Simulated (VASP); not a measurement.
Wanted: the native input for a VASP 6.6.1 run.

* Task: single point
* Functional: revPBE
* Potentials or basis: VASP PAW PBE potentials, release 64 (Au)
* Cutoff: 520 eV
* k mesh: 9 × 9 × 12
* Occupations: fermi-dirac, width 0.1 eV
* Spin: no spin polarisation
* Dipole correction: no
* Further INCAR settings: ALGO = Normal; EDIFF = 1e-06; NBANDS = 24

The structure of Au lies in POSCAR:

```
Au
1.0
    4.8961712813      0.0000000000      0.0000000000
   -2.4480856407      4.2402087108      0.0000000000
    0.0000000000      0.0000000000      2.9264847134
Au
3
Direct
    1.0000000000      0.0000000000      0.0000000000
    0.3333333333      0.6666666667      0.5000000000
    0.6666666667      0.3333333333      0.5000000000
```

This cell differs from its parent crystal: volume scaled by 1.08.

These files were run (other wordings do the same):

INCAR

```
SYSTEM = Au
ALGO     = Normal         ! electronic algorithm
EDIFF    = 1E-6           ! SCF threshold, eV
ENCUT    = 520            ! plane-wave cutoff, eV
GGA      = RE             ! functional
ISIF     = 2              ! what is computed and relaxed
ISMEAR   = -1             ! smearing method
LASPH    = .TRUE.         ! aspherical terms in the spheres
LCHARG   = .FALSE.        ! write CHGCAR
LREAL    = .FALSE.        ! projectors in reciprocal space
LWAVE    = .FALSE.        ! write WAVECAR
NBANDS   = 24             ! bands
NELM     = 60             ! most SCF steps
PREC     = Accurate       ! precision mode
SIGMA    = 0.1            ! smearing width, eV
```

KPOINTS

```
k-points
0
G
  9 9 12
  0 0 0
```

Potentials or basis: VASP PAW PBE potentials, release 64 (Au).

Command:

```bash
$ cat potpaw_PBE.64/Au/POTCAR > POTCAR
$ mpirun -np 1 vasp_std > vasp.out
```

Results of the run:

```yaml
Pressure: -7.4 GPa
```

Caveat: the PAW data sets were made with another functional, which shifts forces and pressure a little.

Wall time 30 s on 1 thread of Intel(R) Xeon(R) 6975P-C (Granite Rapids), with other jobs on the host, peak memory 0.24 GiB.
